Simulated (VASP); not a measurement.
HfC5, 12 atoms in the cell. Symmetry: Pmmm, No. 47, orthorhombic system. Conventional cell: a = 4.324 Å, b = 4.795 Å, c = 7.997 Å, α = 90.00°, β = 90.00°, γ = 90.00°. Hf (site symmetry mmm) has 4 C at 2.16 to 2.40 Å within 2.9 Å. Within 2.9 Å of Hf (site symmetry mmm) lie 4 C at 2.16 to 2.40 Å. Within 1.9 Å of C (site symmetry 2mm) lie 3 C at 1.40 to 1.43 Å. Within 1.9 Å of C (site symmetry m) lie 3 C at 1.40 to 1.43 Å. C (site symmetry 2mm) has 3 C at 1.40 to 1.43 Å within 1.9 Å. C (site symmetry mmm) has 4 Hf at 2.16 to 2.40 Å within 2.9 Å. Within 2.9 Å of C (site symmetry mmm) lie 4 Hf at 2.16 to 2.40 Å. 

* Program: VASP 6.6.1
* Task: single point
* Functional: PBE
* Potentials or basis: VASP PAW PBE potentials, release 64 (Hf_pv, C)
* Cutoff: 520 eV
* k mesh: 8 × 6 × 4
* Occupations: gaussian, width 0.1 eV
* Spin: no spin polarisation
* Dipole correction: no
* Further INCAR settings: ALGO = Normal; EDIFF = 1e-07; NBANDS = 42

Potentials or basis: VASP PAW PBE potentials, release 64 (Hf_pv, C).

Command:

```console
$ cat potpaw_PBE.64/Hf_pv/POTCAR potpaw_PBE.64/C/POTCAR > POTCAR
$ mpirun -np 1 vasp_std > vasp.out
```

Hardware: 1 thread of AMD EPYC 9R45 96-Core Processor (Zen 5), with other jobs on the host.

Problem. How long does it take, and how much memory?

Solution. Run time: 4.6 min on 1 thread of AMD EPYC 9R45 96-Core Processor (Zen 5) (shared host), peak memory 0.42 GiB. Counts: scf iterations 19, k points 60.
